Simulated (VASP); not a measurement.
# Sb (Im-3m) in VASP: notebook, part 2 of 2

VASP 6.6.1.

## 3. Single point, HSE06

This run uses another cell than the first one, of 26.74 Å³/atom, 1.020 times its volume.

File POSCAR:

```
Sb
1.0
   -1.8837342335      1.8837342335      1.8837342335
    1.8837342335     -1.8837342335      1.8837342335
    1.8837342335      1.8837342335     -1.8837342335
Sb
1
Direct
    0.0000000000      0.0000000000      0.0000000000
```

File INCAR.step1:

```
  PREC = Accurate
  ENCUT = 520
  EDIFF = 1E-5
  ISMEAR = -1
  SIGMA = 0.05
  LREAL = False
  LASPH = True
  NELM = 100
  ALGO = Normal
  ISIF = 2
  LWAVE = True
  LCHARG = False
  GGA = PE
  NBANDS = 8
```

File INCAR.step2:

```
  PREC = Accurate
  ENCUT = 520
  EDIFF = 1E-6
  ISMEAR = -1
  SIGMA = 0.05
  LREAL = False
  LASPH = True
  NELM = 100
  ALGO = Normal
  ISIF = 2
  LWAVE = False
  LCHARG = False
  GGA = PE
  LHFCALC = True
  HFSCREEN = 0.2079
  PRECFOCK = Normal
  ISTART = 1
  NBANDS = 8
```

File KPOINTS:

```
Automatic mesh
0
Gamma
  6 6 6
```

Potentials or basis: VASP PAW PBE potentials, release 64 (Sb).

Run with:

```bash
cat potpaw_PBE.64/Sb/POTCAR > POTCAR
cp INCAR.step1 INCAR
mpirun -np 1 vasp_std > vasp.out
cp INCAR.step2 INCAR
mpirun -np 1 vasp_std > vasp.out
```

OUTCAR:

```text
PREC = Accurate
   ENCUT = 520
   EDIFF = 1E-6
   ISMEAR = -1
   LREAL = False
   LASPH = True
   NELM = 100
   ISIF = 2
   GGA = PE
   LHFCALC = True
   HFSCREEN = 0.2079
   PRECFOCK = Normal
   ISTART = 1

 ion  position               nearest neighbor table
   1  0.000  0.000  0.000-

  LATTYP: Found a body centered cubic cell.
 ALAT       =     3.7674684670

  Lattice vectors:

 A1 = (  -1.8837342335,   1.8837342335,   1.8837342335)
 A2 = (   1.8837342335,  -1.8837342335,   1.8837342335)
 A3 = (   1.8837342335,   1.8837342335,  -1.8837342335)

Analysis of symmetry for initial positions (statically):
=====================================================================
 Subroutine PRICEL returns:
 Original cell was already a primitive cell.

 Routine SETGRP: Setting up the symmetry group for a
 body centered cubic supercell.

 Subroutine GETGRP returns: Found 48 space group operations
 (whereof 48 operations were pure point group operations)
 out of a pool of 48 trial point group operations.

[... 157 lines left out ...]

 E-fermi :   7.9191     XC(G=0):  -8.5167

 val. band max:        7.8433460828   @ k =   0.3333   0.1667  -0.0000
 cond. band min:       7.9232333350   @ k =   0.5000   0.5000   0.3333
 fundamental gap:      0.0798872522
 Fermi energy:         7.9190799720

 k-point     1 :       0.0000    0.0000    0.0000
  band No.  band energies     occupation
      1      -5.9847      2.00000
      2      14.6510      0.00000
      3      14.6510      0.00000
      4      14.6510      0.00000
      5      19.6433      0.00000
      6      19.6433      0.00000
      7      19.6433      0.00000
      8      21.1766      0.00000
[... 155 lines left out ...]
 k-point    16 :       0.5000    0.5000    0.5000
  band No.  band energies     occupation
      1       2.3728      2.00000
      2       6.0593      2.00000
      3       6.0593      2.00000
      4       6.0594      2.00000
      5      11.6810      0.00000
      6      11.6810      0.00000
      7      26.7351      0.00000
      8      26.7351      0.00000

------------------------ aborting loop because EDIFF is reached ----------------------------------------

  FORCE on cell =-STRESS in cart. coord.  units (eV):
  Direction    XX          YY          ZZ          XY          YZ          ZX
  --------------------------------------------------------------------------------------
  -------------------------------------------------------------------------------------
  Total       -0.1272239     -0.1272239     -0.1272239     -0.0000000     -0.0000000      0.0000000
  in kB       -7.6236034     -7.6236034     -7.6236034     -0.0000000     -0.0000000      0.0000000
  external PRESSURE =      -7.6236034 kB  Pullay stress =       0.0000000 kB

 VOLUME and BASIS-vectors are now :
 -----------------------------------------------------------------------------
  energy-cutoff  :      520.00
  volume of cell :       26.74
      direct lattice vectors                 reciprocal lattice vectors
    -1.883734234  1.883734234  1.883734234     0.000000000  0.265430224  0.265430224
     1.883734234 -1.883734234  1.883734234     0.265430224  0.000000000  0.265430224
     1.883734234  1.883734234 -1.883734234     0.265430224  0.265430224  0.000000000

 POSITION                                       TOTAL-FORCE (eV/Angst)
 -----------------------------------------------------------------------------------
      0.00000      0.00000      0.00000        -0.000000      0.000000      0.000000
 -----------------------------------------------------------------------------------
    total drift:                               -0.000000      0.000000      0.000000

  FREE ENERGIE OF THE ION-ELECTRON SYSTEM (eV)
  ---------------------------------------------------
  free  energy   TOTEN  =        -4.6900208736 eV

  energy  without entropy=       -4.6752932705  energy(sigma->0) =       -4.68265707
```

It took 2.6 min on 1 thread of Intel Xeon 6975P-C (Granite Rapids), shared host; peak memory 0.25 GiB.

What came out:

| Item | Value |
| --- | --- |
| Free energy | -4.6900 eV |
| Pressure | -0.8 GPa |

Levels at points of the mesh, in eV from the Fermi level:
| k point | band 1 | band 2 | band 3 | band 4 | band 5 | band 6 |
| --- | --- | --- | --- | --- | --- | --- |
| (0.00, 0.00, 0.00) | -13.90 | 6.73 | 6.73 | 6.73 | 11.72 | 11.72 |
| (0.50, 0.00, 0.00) | -9.31 | -5.93 | 2.43 | 4.79 | 7.47 | 7.92 |
| (0.50, 0.50, 0.50) | -5.55 | -1.86 | -1.86 | -1.86 | 3.76 | 3.76 |

Caveat: the k points lie up to 0.39 Å⁻¹ apart; the PAW data sets were made with another functional, which shifts forces and pressure a little; spin-orbit coupling is left out, which moves the levels of the heavy elements.

## 4. Single point, PBE0

File POSCAR:

```
Sb
1.0
   -1.8713408863      1.8713408863      1.8713408863
    1.8713408863     -1.8713408863      1.8713408863
    1.8713408863      1.8713408863     -1.8713408863
Sb
1
Direct
    0.0000000000      0.0000000000      0.0000000000
```

File INCAR.step1:

```
  PREC = Accurate
  ENCUT = 520
  EDIFF = 1E-5
  ISMEAR = -1
  SIGMA = 0.05
  LREAL = F
  LASPH = T
  NELM = 80
  ALGO = Normal
  ISIF = 2
  LWAVE = T
  GGA = PE
  NBANDS = 8
```

File INCAR.step2:

```
  PREC = Accurate
  ENCUT = 520
  EDIFF = 1E-7
  ISMEAR = -1
  SIGMA = 0.05
  LREAL = F
  LASPH = T
  NELM = 80
  ALGO = Normal
  ISIF = 2
  LWAVE = F
  LCHARG = T
  GGA = PE
  LHFCALC = T
  AEXX = 0.25
  PRECFOCK = Normal
  LELF = T
  LVHAR = T
  ISTART = 1
  NBANDS = 8
```

File KPOINTS:

```
regular mesh
0
Gamma
  6 6 6
```

Run with:

```bash
cat potpaw_PBE.64/Sb/POTCAR > POTCAR
cp INCAR.step1 INCAR
mpirun -np 1 vasp_std > vasp.out
cp INCAR.step2 INCAR
mpirun -np 1 vasp_std > vasp.out
```

Run time: 3.7 min. Hardware: 1 thread of Intel Xeon 6975P-C (Granite Rapids), shared host; peak memory 0.16 GiB.

It converged, with:

- Free energy: -5.2364 eV
- Pressure: -0.3 GPa

Levels at points of the mesh, in eV from the Fermi level:
| k point | band 1 | band 2 | band 3 | band 4 | band 5 | band 6 |
| --- | --- | --- | --- | --- | --- | --- |
| (0.00, 0.00, 0.00) | -14.30 | 7.52 | 7.52 | 7.52 | 12.39 | 12.39 |
| (0.50, 0.00, 0.00) | -9.57 | -6.30 | 2.99 | 5.45 | 8.09 | 8.51 |
| (0.50, 0.50, 0.50) | -5.52 | -2.02 | -2.02 | -2.02 | 4.27 | 4.27 |

Caveat: the k points lie up to 0.40 Å⁻¹ apart; the PAW data sets were made with another functional, which shifts forces and pressure a little; spin-orbit coupling is left out, which moves the levels of the heavy elements.

## 5. The runs side by side

```csv
level,cell,screening parameter,gap on the mesh (eV),pressure (GPa)
HSE06,"a = 3.241 Å, angles 109.5°, 1 atom",0.2079 1/Å,none,0.4
HSE06,"a = 3.263 Å, angles 109.5°, 1 atom",0.2079 1/Å,none,-0.8
PBE0,"a = 3.241 Å, angles 109.5°, 1 atom",-,none,-0.3
```

Alike in all rows: task single point; potentials or basis VASP PAW PBE potentials, release 64 (Sb); no spin polarisation; k mesh 6 × 6 × 6; cutoff (eV) 520; smearing fermi-dirac 0.05 eV.

Caveats: all runs use coarse meshes; the PAW data sets were made with another functional, which shifts forces and pressure a little; spin-orbit coupling is left out, which moves the levels of the heavy elements.

Absolute energies hang on the potentials; compare differences alone.
